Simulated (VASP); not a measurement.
# ZnS (Cm) in VASP: a series of runs

Runs on ZnS. Level: PBE. Tasks: single point.

Everything below comes from runs of VASP 6.6.1. Logs are shortened: lines on timing, memory, paths and dates and some standing lists are left out, and cuts for length are marked.

## 1. The cell of the first run

Symmetry: Cm, No. 8, monoclinic system. The conventional cell has a = 6.662 Å, b = 3.846 Å, c = 19.101 Å, α = 90.00°, β = 98.36°, γ = 90.00°. Within 3.1 Å of Zn (site symmetry m) lie 4 S at 2.36 Å. Within 3.1 Å of Zn (site symmetry m) lie 4 S at 2.36 Å. Within 3.1 Å of Zn (site symmetry m) lie 4 S at 2.36 Å. Zn (site symmetry m) has 4 S at 2.36 Å and 1 Zn at 3.20 Å within 3.2 Å. Within 3.2 Å of Zn (site symmetry m) lie 4 S at 2.36 to 2.89 Å and 1 Zn at 3.20 Å. Zn (site symmetry m) has 4 S at 2.36 Å within 3.1 Å. S (site symmetry m) has 4 Zn at 2.36 Å within 3.1 Å. Within 3.1 Å of S (site symmetry m) lie 4 Zn at 2.36 Å.

## 2. Single point, PBE (the part above a cut slid along it)

Input file INCAR:

```
  PREC = Accurate
  ENCUT = 520
  EDIFF = 1E-7
  ISMEAR = 0
  SIGMA = 0.05
  LREAL = False
  LASPH = True
  NELM = 80
  ALGO = Normal
  ISIF = 2
  LWAVE = False
  LCHARG = False
  GGA = PE
  NBANDS = 66
```

Input file KPOINTS:

```
regular mesh
0
Gamma
  8 8 2
```

Input file POSCAR:

```
ZnS
1.0
   -3.8462043731      0.0000000000      0.0000000000
   -1.9231021865     -3.3309106952      0.0000000000
   -3.3654288264     -1.9430312389     18.8985751533
Zn S
6 6
Direct
   -0.1926451681     -0.1926451681      0.7706488596
    0.4323548319      0.4323548319      0.2706488596
    0.2378528856      0.2378528856      0.6040807676
    0.8628528856      0.8628528856      0.1040807676
    0.0433594244      0.0433594244      0.9374981296
    0.6683594244      0.6683594244      0.4374981296
    0.3594417807      0.3594417807      0.3956426616
    0.7344417807      0.7344417807      0.8956426616
    0.2204535389      0.2204535389      0.0624796476
    0.5954535389      0.5954535389      0.5624796476
    0.1650772884      0.1650772884      0.7288389341
    0.7900772884      0.7900772884      0.2288389341
```

Potentials or basis: VASP PAW PBE potentials, release 64 (Zn, S).

Command:

```
$ cat potpaw_PBE.64/Zn/POTCAR potpaw_PBE.64/S/POTCAR > POTCAR
$ mpirun -np 1 vasp_std > vasp.out
```

OUTCAR:

```text
PREC = Accurate
   ENCUT = 520
   EDIFF = 1E-7
   ISMEAR = 0
   LREAL = False
   LASPH = True
   NELM = 80
   ISIF = 2
   GGA = PE

 ion  position               nearest neighbor table
   1  0.807  0.807  0.771-  11 2.36  11 2.36  11 2.36   8 2.36
   2  0.432  0.432  0.271-  12 2.36  12 2.36  12 2.36   7 2.36
   3  0.238  0.238  0.604-  10 2.36  10 2.36  10 2.36  11 2.36
   4  0.863  0.863  0.104-   9 2.36   9 2.36   9 2.36  12 2.36
   5  0.043  0.043  0.937-   8 2.36   8 2.36   8 2.36   9 2.89
   6  0.668  0.668  0.437-   7 2.36   7 2.36   7 2.36  10 2.36
   7  0.359  0.359  0.396-   6 2.36   6 2.36   6 2.36   2 2.36
   8  0.734  0.734  0.896-   5 2.36   5 2.36   5 2.36   1 2.36
   9  0.220  0.220  0.062-   4 2.36   4 2.36   4 2.36   5 2.89
  10  0.595  0.595  0.562-   3 2.36   3 2.36   3 2.36   6 2.36
  11  0.165  0.165  0.729-   1 2.36   1 2.36   1 2.36   3 2.36
  12  0.790  0.790  0.229-   2 2.36   2 2.36   2 2.36   4 2.36

  LATTYP: Found a base centered monoclinic cell.
 ALAT       =     6.6618213904
 B/A-ratio  =     0.5773502692
 C/A-ratio  =     2.8672840952
 COS(beta)  =    -0.1453175384

  Lattice vectors:

 A1 = (  -3.8462043731,   0.0000000000,   0.0000000000)
 A2 = (  -1.9231021865,  -3.3309106952,   0.0000000000)
 A3 = (   2.4038777332,   1.3878794563,  18.8985751533)

Analysis of symmetry for initial positions (statically):
=====================================================================
 Subroutine PRICEL returns:
 Original cell was already a primitive cell.

 Routine SETGRP: Setting up the symmetry group for a
 base centered monoclinic supercell.

 Subroutine GETGRP returns: Found  2 space group operations
 (whereof  2 operations were pure point group operations)
 out of a pool of  4 trial point group operations.

The static configuration has the point symmetry C_1h.

Analysis of symmetry for dynamics (positions and initial velocities):
=====================================================================
 Subroutine PRICEL returns:
 Original cell was already a primitive cell.

 Routine SETGRP: Setting up the symmetry group for a
 base centered monoclinic supercell.

 Subroutine GETGRP returns: Found  2 space group operations
 (whereof  2 operations were pure point group operations)
 out of a pool of  4 trial point group operations.

The dynamic configuration has the point symmetry C_1h.

 Subroutine INISYM returns: Found  2 space group operations
 (whereof  2 operations are pure point group operations),
 and found     1 'primitive' translations

----------------------------------------------------------------------------------------

                                     Primitive cell

  volume of cell :     242.1165

  direct lattice vectors                    reciprocal lattice vectors
    -3.846204373  0.000000000  0.000000000    -0.259996584  0.150109098 -0.030866525
    -1.923102186 -3.330910695  0.000000000     0.000000000 -0.300218196 -0.030866525
    -3.365428826 -1.943031239 18.898575153     0.000000000  0.000000000  0.052914042

  length of vectors
     3.846204373  3.846204373 19.293978968     0.301800775  0.301800775  0.052914042

  position of ions in fractional coordinates (direct lattice)
     0.807354832  0.807354832  0.770648860
     0.432354832  0.432354832  0.270648860
     0.237852886  0.237852886  0.604080768
     0.862852886  0.862852886  0.104080768
     0.043359424  0.043359424  0.937498130
     0.668359424  0.668359424  0.437498130
     0.359441781  0.359441781  0.395642662
     0.734441781  0.734441781  0.895642662
     0.220453539  0.220453539  0.062479648
     0.595453539  0.595453539  0.562479648
     0.165077288  0.165077288  0.728838934
     0.790077288  0.790077288  0.228838934

  ion indices of the primitive-cell ions
   primitive index   ion index
                 1           1
                 2           2
                 3           3
                 4           4
                 5           5
                 6           6
                 7           7
                 8           8
                 9           9
                10          10
                11          11
                12          12

----------------------------------------------------------------------------------------

 KPOINTS: regular mesh

Automatic generation of k-mesh.
 Grid dimensions read from file:
 generate k-points for:    8    8    2

 Generating k-lattice:

  Cartesian coordinates                     Fractional coordinates (reciprocal lattice)
    -0.032499573  0.018763637 -0.003858316     0.125000000  0.000000000  0.000000000
     0.000000000 -0.037527275 -0.003858316     0.000000000  0.125000000  0.000000000
     0.000000000  0.000000000  0.026457021     0.000000000  0.000000000  0.500000000

  Length of vectors
     0.037725097  0.037725097  0.026457021

  Shift w.r.t. Gamma in fractional coordinates (k-lattice)
     0.000000000  0.000000000  0.000000000

 Subroutine IBZKPT returns following result:
 ===========================================

 Found     42 irreducible k-points:

 Following reciprocal coordinates:
            Coordinates               Weight
  0.000000  0.000000  0.000000      1.000000
  0.125000  0.000000  0.000000      4.000000
  0.250000  0.000000  0.000000      4.000000
  0.375000 -0.000000 -0.000000      4.000000
  0.500000  0.000000  0.000000      2.000000
  0.125000  0.125000  0.000000      2.000000
[... 16 lines left out ...]
  0.125000  0.000000  0.500000      4.000000
  0.250000  0.000000  0.500000      4.000000
 [... further k-points ...]
   k-points           NKPTS =     42   k-points in BZ     NKDIM =     42   number of bands    NBANDS=     66
   number of dos      NEDOS =    301   number of ions     NIONS =     12
   total plane-waves  NPLWV = 129600
   dimension x,y,z NGX =    30 NGY =   30 NGZ =  144
   dimension x,y,z NGXF=    60 NGYF=   60 NGZF=  288
   ions per type =               6   6
   NGX,Y,Z   is equivalent  to a cutoff of  12.97, 12.97, 12.41 a.u.
   NGXF,Y,Z  is equivalent  to a cutoff of  25.93, 25.93, 24.82 a.u.
 SYSTEM =  unknown system
   PREC   = accura    normal or accurate (medium, high low for compatibility)
   ISTART =      0    job   : 0-new  1-cont  2-samecut
   ICHARG =      2    charge: 1-file 2-atom 10-const
   ISPIN  =      1    spin polarized calculation?
   LNONCOLLINEAR =      F non collinear calculations
   LSORBIT =      F    spin-orbit coupling
   LASPH  =      T    aspherical Exc in radial PAW
   ENCUT  =  520.0 eV  38.22 Ry    6.18 a.u.   7.15  7.15 35.87*2*pi/ulx,y,z
   NELM   =     80;   NELMIN=  2; NELMDL= -5     # of ELM steps
   EDIFF  = 0.1E-06   stopping-criterion for ELM
   LREAL  =      F    real-space projection
   EDIFFG = 0.1E-05   stopping-criterion for IOM
   NSW    =      0    number of steps for IOM
   IBRION =     -1    ionic relax: 0-MD 1-quasi-New 2-CG
   NFREE  =      0    steps in history (QN), initial steepest desc. (CG)
   ISIF   =      2    stress and relaxation
   ISYM   =      2    0-nonsym 1-usesym 2-fastsym
   POTIM  = 0.5000    time-step for ionic-motion
   TEBEG  =    0.0;   TEEND  =   0.0 temperature during run
   PSTRESS=    0.0 pullay stress
   NELECT =     108.0000    total number of electrons
   NUPDOWN=      -1.0000    fix difference up-down
   EMIN   =  10.00;   EMAX   =-10.00  energy-range for DOS
   EFERMI =   0.00;   METHOD = LEGACY
   ISMEAR =     0;   SIGMA  =   0.05  broadening in eV -4-tet -1-fermi 0-gaus
   EFERMI_NEDOS =   21; number of points for ismear=-14 and -15
   IALGO  =     38    algorithm
   IMIX   =      4    mixing-type and parameters
     AMIX     =   0.40;   BMIX     =  1.00
     AMIX_MAG =   1.60;   BMIX_MAG =  1.00
  volume/ion in A,a.u.               =      20.18       136.16
  Fermi-wavevector in a.u.,A,eV,Ry     =   1.250858  2.363779 21.288291  1.564645
  Thomas-Fermi vector in A             =   2.384832
   LORBIT       =      0    0 simple, 1 ext, 2 COOP (PROOUT), +10 PAW based schemes
   GGA     = PE    functional components
   LHFCALC =     F    Hartree Fock is set to
   AEXX    =    0.0000 exact exchange contribution
   IVDW    =     0    specifies the selected vdW correction
   LEPSILON=     F    determine dielectric tensor
   LRPA    =     F    only Hartree local field effects (RPA)
 non-spin polarized calculation
 Gauss-broadening in eV      SIGMA  =   0.05
  energy-cutoff  :      520.00
  volume of cell :      242.12
 maximum number of plane-waves:      6559
 NGX is ok and might be reduce to    30
   NGX = 15   NGY = 15   NGZ = 71

 number of electron     108.0000002 magnetization

 Free energy of the ion-electron system (eV)
  ---------------------------------------------------
  ext. energy  EPLUGINS =         0.00000000
  ---------------------------------------------------
  free energy    TOTEN  =       -40.46728351 eV

  energy without entropy =      -40.46728351  energy(sigma->0) =      -40.46728351

 E-fermi :   2.3673     XC(G=0):  -9.5476

 val. band max:        2.1074830303   @ k =   0.0000   0.0000   0.0000
 cond. band min:       3.6473347955   @ k =   0.0000   0.0000   0.0000
 fundamental gap:      1.5398517652
 Fermi energy:         2.3672693508

 k-point     1 :       0.0000    0.0000    0.0000
  band No.  band energies     occupation
      1     -11.2687      2.00000
      2     -10.9707      2.00000
      3     -10.7722      2.00000
      4     -10.5088      2.00000
      5     -10.2894      2.00000
      6      -9.9289      2.00000
[... 58 lines left out ...]
     65       8.3569      0.00000
     66       8.3576      0.00000

 k-point     2 :       0.1250    0.0000    0.0000
  band No.  band energies     occupation
      1     -11.1728      2.00000
      2     -10.8821      2.00000
      3     -10.6824      2.00000
      4     -10.4371      2.00000
      5     -10.2150      2.00000
      6      -9.8617      2.00000
[... 58 lines left out ...]
     65       8.3632      0.00000
     66       8.4906      0.00000

 k-point     3 :       0.2500    0.0000    0.0000
  band No.  band energies     occupation
      1     -10.9202      2.00000
      2     -10.6527      2.00000
      3     -10.4553      2.00000
      4     -10.2513      2.00000
      5     -10.0307      2.00000
      6      -9.6927      2.00000
[... 1438 lines left out ...]
     65       8.3566      0.00000
     66       8.4556      0.00000

 k-point    24 :       0.2500    0.0000    0.5000
  band No.  band energies     occupation
      1     -10.9198      2.00000
      2     -10.6563      2.00000
      3     -10.4459      2.00000
      4     -10.2614      2.00000
      5     -10.0262      2.00000
      6      -9.6933      2.00000
[... 58 lines left out ...]
     65       8.3239      0.00000
     66       8.7754      0.00000

 [... further k-points ...]

------------------------ aborting loop because EDIFF is reached ----------------------------------------

  FORCE on cell =-STRESS in cart. coord.  units (eV):
  Direction    XX          YY          ZZ          XY          YZ          ZX
  --------------------------------------------------------------------------------------
  -------------------------------------------------------------------------------------
  Total       -1.1761477     -0.2965374      0.0786770     -0.7617649      0.4780861      0.8280693
  in kB       -7.7830183     -1.9623010      0.5206359     -5.0408891      3.1636779      5.4796507
  external PRESSURE =      -3.0748945 kB  Pullay stress =       0.0000000 kB

 VOLUME and BASIS-vectors are now :
 -----------------------------------------------------------------------------
  energy-cutoff  :      520.00
  volume of cell :      242.12
      direct lattice vectors                 reciprocal lattice vectors
    -3.846204373  0.000000000  0.000000000    -0.259996584  0.150109098 -0.030866525
    -1.923102186 -3.330910695  0.000000000     0.000000000 -0.300218196 -0.030866525
    -3.365428826 -1.943031239 18.898575153     0.000000000  0.000000000  0.052914042

 POSITION                                       TOTAL-FORCE (eV/Angst)
 -----------------------------------------------------------------------------------
     -7.25144     -4.18662     14.56417        -0.004420     -0.002552     -0.109399
     -3.40524     -1.96601      5.11488        -0.005409     -0.003123     -0.119413
     -3.40524     -1.96601     11.41627         0.001366      0.000788     -0.110341
     -5.32834     -3.07632      1.96698         0.058417      0.033727      0.117729
     -3.40524     -1.96601     17.71738        -0.297464     -0.171741      0.128831
     -5.32834     -3.07632      8.26809         0.000654      0.000378     -0.109925
     -3.40524     -1.96601      7.47708         0.001435      0.000828      0.113232
     -7.25144     -4.18662     16.92637        -0.018745     -0.010823      0.266600
     -1.48213     -0.85571      1.18078         0.246585      0.142366     -0.518586
     -5.32834     -3.07632     10.63006         0.000160      0.000092      0.107270
     -3.40524     -1.96601     13.77402         0.004306      0.002486      0.099786
     -5.32834     -3.07632      4.32473         0.013117      0.007573      0.134217
 -----------------------------------------------------------------------------------
    total drift:                                0.000041      0.000023     -0.000120

  FREE ENERGIE OF THE ION-ELECTRON SYSTEM (eV)
  ---------------------------------------------------
  free  energy   TOTEN  =       -40.4672835074 eV

  energy  without entropy=      -40.4672835074  energy(sigma->0) =      -40.46728351
```

Wall time 8.9 min (1 thread of Intel Xeon 6975P-C (Granite Rapids), shared host); peak memory 0.65 GiB.

What came out:

- Free energy: -40.4673 eV
- Pressure: -0.3 GPa
- Largest force: 0.592 eV/Å
- Band gap on the k mesh: 1.54 eV

Forces in eV/Å, atoms in the order of the input:
```
Zn  -0.004 -0.003 -0.109
Zn  -0.005 -0.003 -0.119
Zn   0.001  0.001 -0.110
Zn   0.058  0.034  0.118
Zn  -0.297 -0.172  0.129
Zn   0.001  0.000 -0.110
S    0.001  0.001  0.113
S   -0.019 -0.011  0.267
S    0.247  0.142 -0.519
S    0.000  0.000  0.107
S    0.004  0.002  0.100
S    0.013  0.008  0.134
```

Stress tensor (GPa, compression positive):
```
-0.78 -0.50  0.55
-0.50 -0.20  0.32
 0.55  0.32  0.05
```

Levels at points of the mesh, in eV from the valence-band top:
| k point | band 51 | band 52 | band 53 | band 54 | band 55 | band 56 | band 57 | band 58 |
| --- | --- | --- | --- | --- | --- | --- | --- | --- |
| (0.00, 0.00, 0.00) | -0.30 | -0.13 | -0.04 | 0.00 | 1.54 | 2.64 | 2.90 | 3.01 |
| (0.50, 0.00, 0.00) | -1.52 | -1.33 | -0.94 | -0.86 | 2.20 | 3.24 | 3.48 | 3.57 |
| (0.50, 0.50, 0.00) | -1.49 | -1.31 | -0.91 | -0.82 | 2.11 | 3.25 | 3.50 | 3.57 |
| (0.00, 0.00, 0.50) | -0.32 | -0.29 | -0.04 | 0.00 | 1.84 | 2.37 | 2.79 | 3.05 |
| (0.50, 0.00, 0.50) | -1.56 | -1.26 | -0.95 | -0.83 | 2.17 | 3.15 | 3.49 | 3.66 |
| (0.50, 0.50, 0.50) | -1.57 | -1.22 | -0.92 | -0.82 | 2.13 | 3.22 | 3.50 | 3.62 |

Caveat: the cell differs from its parent crystal (the part above a cut slid along it). A k mesh can miss the band edges.

(Continued in part 2 of 2.)
